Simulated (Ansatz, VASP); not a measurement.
**Ni in VASP and in Ansatz**

File INCAR:

```
SYSTEM = Ni
ALGO = Fast ; EDIFF = 1E-6
ENCUT = 520 ; GGA = PS
ISIF = 2 ; ISMEAR = 0
ISPIN = 2 ; LASPH = .TRUE.
LCHARG = .FALSE. ; LMAXMIX = 4
LORBIT = 11 ; LREAL = .FALSE.
LWAVE = .FALSE. ; MAGMOM = 0.5
NBANDS = 15 ; NELM = 150
PREC = Accurate ; SIGMA = 0.15
```

File KPOINTS:

```
k-points
0
G
  24 24 24
  0 0 0
```

POSCAR

```
Ni
1.0
   -1.3837154700      1.5912727905      1.3837154700
    1.3837154700     -1.5912727905      1.3837154700
    1.3837154700      1.5912727905     -1.3837154700
Ni
1
Direct
    0.0000000000      0.0000000000      0.0000000000
```

Input for Ansatz:

```yaml
crystal:
  lattice:
    - [-1.38371547, 1.5912727905, 1.38371547]
    - [1.38371547, -1.5912727905, 1.38371547]
    - [1.38371547, 1.5912727905, -1.38371547]
  atoms:
    - { symbol: Ni, position: [0.0, 0.0, 0.0], spin: 0.5 }
basis:
  ecutwfc: 420
kpoints:
  mp_grid: { grid: [24, 24, 24] }
hamiltonian:
  xc: pbesol
scf:
  occupations: { method: gaussian, width: 0.15 }
output:
  forces: true
  stress: true
  eigenvalues: true
  populations: true
magnetization:
  spin_polarized: true
```

Change from the starting cell: strain +0.1500 x Voigt [0, 1, 0, 0, 0, 0], atoms carried along.

Alike in both runs: task single point; functional PBEsol; k mesh 24 × 24 × 24; occupations gaussian, width 0.15 eV; collinear spin.

```csv
,VASP,Ansatz
version,VASP 6.6.1,Ansatz 0.2.0
potentials or method,"VASP PAW PBE potentials, release 64 (Ni), cutoff 520 eV","scalar-relativistic, plane waves, PAW"
valence electrons in the cell,10,18
```

```tsv
	VASP	Ansatz	Ansatz less VASP
gap on the k mesh at the Fermi level (eV)	none	none	-
pressure (GPa)	-23.9	-23.7	+0.21
traceless stress, the component that is largest in VASP (GPa)	4.64	4.89	+0.251
net moment per atom (μB)	0.63	0.65	+0.015
size of the moment on the site where the two differ most (μB)	0.65	0.69	+0.036
```

VASP's potentials were made for PBE, not for PBEsol. Site moments also hang on the region over which each program counts them. A gap of «none» marks a metal or a gap that the smearing closes. VASP's potentials hold 10 valence electrons a cell and Ansatz's 18, so a difference there can come from the potentials and not from the codes.
